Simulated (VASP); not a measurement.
## SiSe3: relaxation of cell and atoms with PBE

Crystal: SiSe3.

```
Si Se
1.0
     4.33431    0.00000    0.00000
     0.00000    4.33431    0.00000
     0.00000    0.00000    4.33431
Si Se
1 3
Direct
  0.00000 0.00000 0.00000
  0.00000 0.50000 0.50000
  0.50000 0.00000 0.50000
  0.50000 0.50000 0.00000
```

```yaml
Program: VASP 6.6.1
Task: relaxation of cell and atoms
Functional: PBE
Potentials_or_basis: VASP PAW PBE potentials, release 64 (Si, Se)
Cutoff: 600 eV
k_mesh: 10 × 10 × 10
Occupations: gaussian, width 0.1 eV
Spin: no spin polarisation
Dipole_correction: no
Further_INCAR_settings: ALGO = Normal; EDIFF = 1e-07; IBRION = 2; EDIFFG = -0.01; NSW = 100; ISIF = 3
```

* Relaxed volume: 20.06 Å³/atom
* Relaxed cell: a = 4.314 Å, b = 4.314 Å, c = 4.314 Å, α = 90.00°, β = 90.00°, γ = 90.00°
* Space group after relaxing (to 0.05 Å): Pm-3m (No. 221)
* Energy gained by relaxing: 0.8 meV/atom
* Ionic steps: 3
* Pressure after relaxing: 0.0 GPa
* Band gap on the k mesh: zero (band 11 reaches 7.66 eV, above the bottom of band 12 at 5.43 eV)

Step by step:
| step | energy change (eV) | largest force (eV/Å) | pressure (GPa) | volume (Å³) |
| --- | --- | --- | --- | --- |
| 1 | 0.0000 | 0.0000 | -0.88 | 81.43 |
| 2 | -0.0032 | 0.0000 | 0.12 | 80.11 |
| 3 | -0.0033 | 0.0000 | 0.00 | 80.26 |

Final structure:
```cif
data_structure
_symmetry_space_group_name_H-M 'P 1'
_symmetry_Int_Tables_number 1
_cell_length_a 4.3135
_cell_length_b 4.3135
_cell_length_c 4.3135
_cell_angle_alpha 90.000
_cell_angle_beta 90.000
_cell_angle_gamma 90.000
_cell_volume 80.26
loop_
_atom_site_label
_atom_site_type_symbol
_atom_site_fract_x
_atom_site_fract_y
_atom_site_fract_z
_atom_site_occupancy
Si1 Si 0.00000 0.00000 0.00000 1
Se1 Se 0.00000 0.50000 0.50000 1
Se2 Se 0.50000 0.00000 0.50000 1
Se3 Se 0.50000 0.50000 0.00000 1
```

Levels at points of the mesh, in eV from the Fermi level:
```
           k point  band 7  band 8  band 9  band 10  band 11  band 12  band 13  band 14  band 15
(0.00, 0.00, 0.00)   -5.73   -0.96   -0.96    -0.96     0.25     0.25     0.25     4.46     4.46
(0.50, 0.00, 0.00)   -3.49   -3.49   -2.52    -2.09    -0.06     0.41     0.55     0.55     2.53
(0.50, 0.50, 0.00)   -3.50   -2.61   -2.61    -2.56    -2.29    -0.21     1.50     1.52     3.60
(0.50, 0.50, 0.50)   -6.49   -6.49    1.68     1.68     1.70     1.70     1.70     4.43     4.43
```

Run time: 100 s on 1 thread of AMD EPYC 7R43 64-Core Processor (Zen 3) (shared host), peak memory 0.23 GiB.
